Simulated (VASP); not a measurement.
Write the native input for VASP 6.6.1 that does the following.

* Task: single point
* Functional: PBE
* Potentials or basis: VASP PAW PBE potentials, release 64 (H)
* Cutoff: 520 eV
* k mesh: 8 × 8 × 8
* Occupations: gaussian, width 0.02 eV
* Spin: no spin polarisation
* Dipole correction: no
* Further INCAR settings: ALGO = Normal; EDIFF = 1e-06; NBANDS = 8

The structure of H lies in POSCAR:

```
H
1.0
   -1.8433720266      1.8433720266      2.3194163434
    1.8433720266     -1.8433720266      2.3194163434
    1.8433720266      1.8433720266     -2.3194163434
H
2
Direct
    0.9190842024      0.9190842024      0.0000000000
    0.0809157976      0.0809157976      0.0000000000
```

The input as run:

INCAR

```
SYSTEM = H
PREC = Accurate ; ENCUT = 520
EDIFF = 1E-6 ; ISMEAR = 0
SIGMA = 0.02 ; LREAL = .FALSE.
LASPH = .TRUE. ; NELM = 80
ALGO = Normal ; ISIF = 2
LWAVE = .FALSE. ; LCHARG = .TRUE.
GGA = PE ; LELF = .TRUE.
LVHAR = .TRUE. ; NBANDS = 8
```

KPOINTS

```
Automatic mesh
0
G
  8 8 8
  0 0 0
```

Potentials or basis: VASP PAW PBE potentials, release 64 (H).

Run with:

```sh
$ cat potpaw_PBE.64/H/POTCAR > POTCAR
$ mpirun -np 1 vasp_std > vasp.out
```

Results of the run:

```json
{
  "Pressure": "-0.2 GPa",
  "Largest force": "0.010 eV/Å",
  "Band gap on the k mesh": "9.30 eV, indirect (least direct gap 9.76 eV)"
}
```

Run time: 16 s on 1 thread of AMD EPYC 7R43 64-Core Processor (Zen 3), on a shared host, peak memory 0.1 GiB.
